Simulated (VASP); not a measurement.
Here is a VASP 6.6.1 calculation.

File INCAR:

```
SYSTEM = ReP
  ALGO = Normal
  EDIFF = 1E-6
  ENCUT = 520
  GGA = PS
  ISIF = 2
  ISMEAR = 0
  LASPH = .TRUE.
  LCHARG = .TRUE.
  LELF = .TRUE.
  LREAL = .FALSE.
  LVHAR = .TRUE.
  LWAVE = .FALSE.
  NBANDS = 13
  NELM = 80
  PREC = Accurate
  SIGMA = 0.05
```

The input KPOINTS:

```
k-points
0
G
  12 12 12
  0 0 0
```

The input POSCAR:

```
ReP
1.0
    0.0000000000      2.6309808121      2.6309808121
    2.6309808121      0.0000000000      2.6309808121
    2.6309808121      2.6309808121      0.0000000000
Re P
1 1
Direct
    0.0000000000      0.0000000000      0.0000000000
    0.2500000000      0.2500000000      0.2500000000
```

Potentials or basis: VASP PAW PBE potentials, release 64 (Re, P).

Run with:

```sh
$ cat potpaw_PBE.64/Re/POTCAR potpaw_PBE.64/P/POTCAR > POTCAR
$ mpirun -np 1 vasp_std > vasp.out
```

**Question.** Estimate the pressure.

**Answer.** 0.9 GPa.

**Question.** Predict the band gap on the k mesh.

**Answer.** Zero (bands 6 and 7 overlap by 0.42 eV).

Caveat: the PAW data sets were made with another functional, which shifts forces and pressure a little; spin-orbit coupling is left out, which moves the levels of the heavy elements.
